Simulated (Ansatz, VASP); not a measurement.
## CsAl2: VASP beside Ansatz

```
Cs Al
1.0
     0.00000    4.43885    4.43885
     4.43885    0.00000    4.43885
     4.43885    4.43885    0.00000
Cs Al
2 4
Direct
  0.00000 0.00000 0.00000
  0.25000 0.25000 0.25000
  0.62500 0.62500 0.62500
  0.12500 0.62500 0.62500
  0.62500 0.62500 0.12500
  0.62500 0.12500 0.62500
```

Alike in both runs: functional PBE; k mesh 4 × 4 × 4; occupations gaussian, width 0.1 eV; no spin polarisation.

Ansatz relaxed the structure, and its values are those at the end. VASP's run is a single point on that final structure, the one shown.

|  | VASP | Ansatz |
| --- | --- | --- |
| version | VASP 6.6.1 | Ansatz 0.2.0 |
| potentials or method | VASP PAW PBE potentials, release 64 (Cs_sv, Al), cutoff 520 eV | scalar-relativistic, plane waves, PAW |
| valence electrons in the cell | 30 | 30 |

```tsv
	VASP	Ansatz	Ansatz less VASP
gap on the k mesh at the Fermi level (eV)	none	none	-
pressure (GPa)	0.2	0.2	-0.05
```

A gap of «none» marks a metal or a gap that the smearing closes.

Spin-orbit coupling is off throughout.
